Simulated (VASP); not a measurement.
Set up this calculation in VASP 6.6.1, as the native input.

```yaml
Task: single point
Functional: LDA
Potentials_or_basis: VASP PAW LDA potentials, release 64 (Sb, Pt)
Cutoff: 520 eV
k_mesh: 12 × 12 × 8
Occupations: gaussian, width 0.1 eV
Spin: no spin polarisation
Dipole_correction: no
Further_INCAR_settings: ALGO = Normal; EDIFF = 1e-06; NBANDS = 23
```

The structure of SbPt lies in POSCAR:

```
SbPt
1.0
    4.1427818394      0.0000000000      0.0000000000
   -2.0713909197      3.5877543153      0.0000000000
    0.0000000000      0.0000000000      5.4354971923
Sb Pt
2 2
Direct
    0.3333333333      0.6666666667      0.2500000000
    0.6666666667      0.3333333333      0.7500000000
    0.0000000000      0.0000000000      0.0000000000
    0.0000000000      0.0000000000      0.5000000000
```

The input as run:

INCAR

```
PREC = Accurate
ENCUT = 520
EDIFF = 1E-6
ISMEAR = 0
SIGMA = 0.1
LREAL = F
LASPH = T
NELM = 100
ALGO = Normal
ISIF = 2
LWAVE = F
LCHARG = F
NBANDS = 23
```

KPOINTS

```
Automatic mesh
0
Gamma
  12 12 8
```

Potentials or basis: VASP PAW LDA potentials, release 64 (Sb, Pt).

Run with:

```console
$ cat potpaw_LDA.64/Sb/POTCAR potpaw_LDA.64/Pt/POTCAR > POTCAR
$ mpirun -np 1 vasp_std > vasp.out
```

Results of the run:

The pressure is 0.3 GPa. The band gap on the k mesh is zero (band 15 reaches 12.45 eV, above the bottom of band 16 at 8.32 eV).

Caveat: spin-orbit coupling is left out, which moves the levels of the heavy elements.

Run time: 80 s on 1 thread of Intel(R) Xeon(R) Platinum 8488C (Sapphire Rapids), with other jobs on the host, peak memory 0.29 GiB.
